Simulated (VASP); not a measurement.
Here is a VASP 6.6.1 calculation.

INCAR

```
SYSTEM = Mn3AlN
PREC = Accurate
ENCUT = 520
EDIFF = 1E-7
ISMEAR = 0
SIGMA = 0.1
LREAL = .FALSE.
LASPH = .TRUE.
NELM = 150
ALGO = Normal
ISIF = 2
LWAVE = .FALSE.
LCHARG = .FALSE.
ISPIN = 2
MAGMOM = 4 4 4 0 0
LORBIT = 11
LMAXMIX = 4
GGA = PE
NBANDS = 36
```

Contents of KPOINTS:

```
Automatic mesh
0
G
  4 4 4
  0 0 0
```

File POSCAR:

```
Mn3AlN
1.0
    2.6164841103     -5.1809802005      0.0000000000
    2.6164841103      5.1809802005      0.0000000000
    0.0000000000      0.0000000000      3.5178683058
Mn Al N
3 1 1
Direct
    0.7394117297      0.2605882703      0.0000000000
    0.2605882703      0.7394117297      0.0000000000
    0.5000000000      0.5000000000      0.0000000000
    0.0000000000      0.0000000000      0.0000000000
    0.0000000000      0.0000000000      0.5000000000
```

Potentials or basis: VASP PAW PBE potentials, release 64 (Mn_pv, Al, N).

Launch:

```sh
$ cat potpaw_PBE.64/Mn_pv/POTCAR potpaw_PBE.64/Al/POTCAR potpaw_PBE.64/N/POTCAR > POTCAR
$ mpirun -np 1 vasp_std > vasp.out
```

Question: Estimate the site moments.

Answer: Mn +3.84, +3.72 (each value once); Al -0.04; N +0.13 μB.

Question: Estimate the largest force.

Answer: 0.727 eV/Å.

Question: What does it give for the pressure?

Answer: 1.0 GPa.

Forces on the atoms (eV/Å):
```
Mn   0.000 -0.727  0.000
Mn   0.000  0.727  0.000
Mn   0.000  0.000  0.000
Al   0.000  0.000  0.000
N    0.000  0.000  0.000
```

Caveat: the k points lie up to 0.45 Å⁻¹ apart; the run started ferromagnetic, and an antiferromagnetic order may lie lower in energy.
